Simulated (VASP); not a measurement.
Here is a VASP 6.6.1 calculation.

INCAR

```
SYSTEM = Si
PREC = Accurate
ENCUT = 520
EDIFF = 1E-6
ISMEAR = 0
SIGMA = 0.05
LREAL = .FALSE.
LASPH = .TRUE.
NELM = 80
ALGO = Normal
ISIF = 2
LWAVE = .FALSE.
LCHARG = .FALSE.
GGA = PE
ISYM = 0
NBANDS = 36
```

KPOINTS

```
regular mesh
0
G
  5 7 3
  0 0 0
```

The input POSCAR:

```
Si
1.0
    5.4695214896      0.0000000000      0.0000000000
    0.0000000000      2.7347607448     -2.7347607448
    2.7347607448      8.2042822345      8.2042822345
Si
12
Direct
    0.3750083333      0.0000000000      0.2499833333
   -0.2083250000      0.5000000000      0.4166500000
    0.2083416667      0.0000000000      0.5833166667
   -0.3749916667      0.5000000000      0.7499833333
    0.0416750000      0.0000000000      0.9166500000
   -0.0416583333      0.5000000000      0.0833166667
    0.5416750000      0.0000000000      0.4166500000
   -0.0416583333      0.5000000000      0.5833166667
    0.3750083333      0.0000000000      0.7499833333
   -0.2083250000      0.5000000000      0.9166500000
    0.7083416667      0.0000000000      0.0833166667
    0.1250083333      0.5000000000      0.2499833333
```

Potentials or basis: VASP PAW PBE potentials, release 64 (Si).

Run with:

```console
$ cat potpaw_PBE.64/Si/POTCAR > POTCAR
$ mpirun -np 1 vasp_std > vasp.out
```

(1) What does it give for the pressure?

(2) Predict the largest force.

(3) What does it give for the band gap on the k mesh?

Answers

(1) 1.9 GPa.

(2) 1.041 eV/Å.

(3) zero (bands 24 and 25 overlap by 0.52 eV).

Caveat: semilocal functionals underestimate gaps, so a narrow gap can read as zero; forces of over 1 eV/Å act on the atoms, so gaps and moduli don't describe the material at rest.
